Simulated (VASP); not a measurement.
Set up this calculation in VASP 6.6.1, as the native input.

| Item | Value |
| --- | --- |
| Task | single point |
| Functional | r2SCAN |
| Potentials or basis | VASP PAW PBE potentials, release 64 (Mg) |
| Cutoff | 520 eV |
| k mesh | 6 × 6 × 3 |
| Occupations | fermi-dirac, width 0.05 eV |
| Spin | no spin polarisation |
| Dipole correction | no |
| Further INCAR settings | ALGO = Normal; EDIFF = 1e-07; NBANDS = 9 |

The system is Mg.

```
Mg
1.0
     3.20930    0.00000    0.00000
    -1.60465    2.77934    0.00000
     0.00000    0.00000    5.21030
Mg
2
Cartesian
  1.6047 0.9264 3.9077
  0.0000 1.8529 1.3026
```

The input as run:

POSCAR

```
Mg
1.0
    3.2093000000      0.0000000000      0.0000000000
   -1.6046500000      2.7793353284      0.0000000000
    0.0000000000      0.0000000000      5.2103000000
Mg
2
Direct
    0.6666666667      0.3333333333      0.7500000000
    0.3333333333      0.6666666667      0.2500000000
```

INCAR.step1

```
  ALGO = Normal
  EDIFF = 1E-4
  ENCUT = 520
  GGA = PE
  ISMEAR = -1
  LASPH = True
  LCHARG = False
  LREAL = False
  LWAVE = True
  NBANDS = 9
  NELM = 100
  PREC = Accurate
  SIGMA = 0.05
```

INCAR.step2

```
  ALGO = Normal
  EDIFF = 1E-7
  ENCUT = 520
  ISIF = 2
  ISMEAR = -1
  ISTART = 1
  LASPH = True
  LCHARG = False
  LMIXTAU = True
  LREAL = False
  LWAVE = False
  METAGGA = R2SCAN
  NBANDS = 9
  NELM = 100
  PREC = Accurate
  SIGMA = 0.05
```

KPOINTS

```
k-points
0
Gamma
  6 6 3
```

Potentials or basis: VASP PAW PBE potentials, release 64 (Mg).

The run is started by

```bash
$ cat potpaw_PBE.64/Mg/POTCAR > POTCAR
$ cp INCAR.step1 INCAR
$ mpirun -np 1 vasp_std > vasp.out
$ cp INCAR.step2 INCAR
$ mpirun -np 1 vasp_std > vasp.out
```

Results of the run:

```yaml
Pressure: -1.3 GPa
Band_gap_on_the_k_mesh: zero (band 2 reaches 2.84 eV, above the bottom of band 3 at 1.39 eV)
```

Caveat: the k points lie up to 0.40 Å⁻¹ apart; the PAW data sets were made with another functional, which shifts forces and pressure a little.

It took 25 s on 1 thread of Intel(R) Xeon(R) Platinum 8488C (Sapphire Rapids), with other jobs on the host, peak memory 0.16 GiB.
